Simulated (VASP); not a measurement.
# Y: single point with PBE

Y:

```
CELL_PARAMETERS angstrom
3.13558 0.00000 0.00000
0.00000 3.13558 0.00000
0.00000 0.00000 3.13558
ATOMIC_POSITIONS crystal
Y 0.00000 0.00000 0.00000
```

This isn't the form of Y at room conditions, which is hcp.

```
Program             : VASP 6.6.1
Task                : single point
Functional          : PBE
Potentials or basis : VASP PAW PBE potentials, release 64 (Y_sv)
Cutoff              : 520 eV
k mesh              : 11 × 11 × 11
Occupations         : fermi-dirac, width 0.1 eV
Spin                : no spin polarisation
```

| Item | Value |
| --- | --- |
| Pressure | 4.0 GPa |
| Band gap on the k mesh | zero (an odd number of electrons rules out a gap without spin polarisation) |

Levels at points of the mesh, in eV from the Fermi level:
| k point | band 1 | band 2 | band 3 | band 4 | band 5 | band 6 | band 7 | band 8 | band 9 | band 10 |
| --- | --- | --- | --- | --- | --- | --- | --- | --- | --- | --- |
| (0.00, 0.00, 0.00) | -42.81 | -22.33 | -22.33 | -22.33 | -4.64 | -0.78 | -0.78 | 5.87 | 5.87 | 5.87 |

Wall time 9 s on 1 thread of Intel(R) Xeon(R) Platinum 8559C (Emerald Rapids), with other jobs on the host, peak memory 0.16 GiB.

Caveat: the cell stands under pressure.
